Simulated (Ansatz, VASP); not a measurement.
# Sc in VASP and in Ansatz

INCAR

```
SYSTEM = Sc
PREC     = Accurate       ! precision mode
ENCUT    = 520            ! plane-wave cutoff, eV
EDIFF    = 1E-7           ! SCF threshold, eV
ISMEAR   = 0              ! smearing method
SIGMA    = 0.15           ! smearing width, eV
LREAL    = .FALSE.        ! projectors in reciprocal space
LASPH    = .TRUE.         ! aspherical terms in the spheres
NELM     = 80             ! most SCF steps
ALGO     = Normal         ! electronic algorithm
ISIF     = 2              ! what is computed and relaxed
LWAVE    = .FALSE.        ! write WAVECAR
LCHARG   = .FALSE.        ! write CHGCAR
GGA      = PS             ! functional
NBANDS   = 18             ! bands
```

The input KPOINTS:

```
regular mesh
0
G
  15 15 10
  0 0 0
```

File POSCAR:

```
Sc
1.0
    3.1950000000      0.0000000000      0.0000000000
   -1.5975000000      2.7669511651      0.0000000000
    0.0000000000      0.0000000000      5.0823813358
Sc
2
Direct
    0.3333333333      0.6666666667      0.2500000000
    0.6666666667      0.3333333333      0.7500000000
```

Input for Ansatz:

```yaml
crystal:
  lattice:
    - [3.195, 0.0, 0.0]
    - [-1.5975, 2.7669511651, 0.0]
    - [0.0, 0.0, 5.0823813358]
  atoms:
    - { symbol: Sc, position: [0.3333333333, 0.6666666667, 0.25] }
    - { symbol: Sc, position: [0.6666666667, 0.3333333333, 0.75] }
basis:
  ecutwfc: 520.0
kpoints:
  mp_grid: { grid: [15, 15, 10] }
hamiltonian:
  xc: pbesol
scf:
  occupations: { method: gaussian, width: 0.15 }
output:
  forces: true
  stress: true
  eigenvalues: true
  write_density: true
  write_potential: true
  elf: true
  volumetric_format: npy
```

Alike in both runs: task single point; functional PBEsol; k mesh 15 × 15 × 10; occupations gaussian, width 0.15 eV; no spin polarisation.

|  | VASP | Ansatz |
| --- | --- | --- |
| version | VASP 6.6.1 | Ansatz 0.2.0 |
| potentials or method | VASP PAW PBE potentials, release 64 (Sc_sv), cutoff 520 eV | scalar-relativistic, plane waves, PAW |
| valence electrons in the cell | 22 | 22 |

|  | VASP | Ansatz | Ansatz less VASP |
| --- | --- | --- | --- |
| gap on the k mesh at the Fermi level (eV) | none | none | - |
| pressure (GPa) | 3.3 | 3.3 | -0.02 |
| traceless stress, the component that is largest in VASP (GPa) | -1.48 | -1.48 | -0.005 |

VASP's potentials were made for PBE, not for PBEsol. A gap of «none» marks a metal or a gap that the smearing closes.
